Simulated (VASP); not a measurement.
A run of VASP 6.6.1:

File INCAR:

```
SYSTEM = Sb
  PREC = Accurate
  ENCUT = 600
  EDIFF = 1E-6
  ISMEAR = -1
  SIGMA = 0.15
  LREAL = .False.
  LASPH = .True.
  NELM = 60
  ALGO = Normal
  ISIF = 3
  LWAVE = .False.
  LCHARG = .False.
  GGA = PE
  IVDW = 12
  IBRION = 2
  NSW = 80
  EDIFFG = -0.001
```

File KPOINTS:

```
Automatic mesh
0
Gamma
  12 12 12
  0 0 0
```

Contents of POSCAR:

```
Sb
1.0
    2.1615283239      1.2479589597      3.6796340843
   -2.1615283239      1.2479589597      3.6796340843
    0.0000000000     -2.4959179193      3.6796340843
Sb
2
Direct
    0.2362055159      0.2362055159      0.2362055159
    0.7637944841      0.7637944841      0.7637944841
```

Potentials or basis: VASP PAW PBE potentials, release 64 (Sb).

The run is started by

```bash
$ cat potpaw_PBE.64/Sb/POTCAR > POTCAR
$ mpirun -np 1 vasp_std > vasp.out
```

Hardware: 1 thread of AMD EPYC 9R45 96-Core Processor (Zen 5), with other jobs on the host.

Problem. Estimate the wall time of this run.

Solution. Wall time 5.4 min on 1 thread of AMD EPYC 9R45 96-Core Processor (Zen 5), with other jobs on the host, peak memory 0.27 GiB. Counts: scf iterations 50, k points 189, ion steps 12.
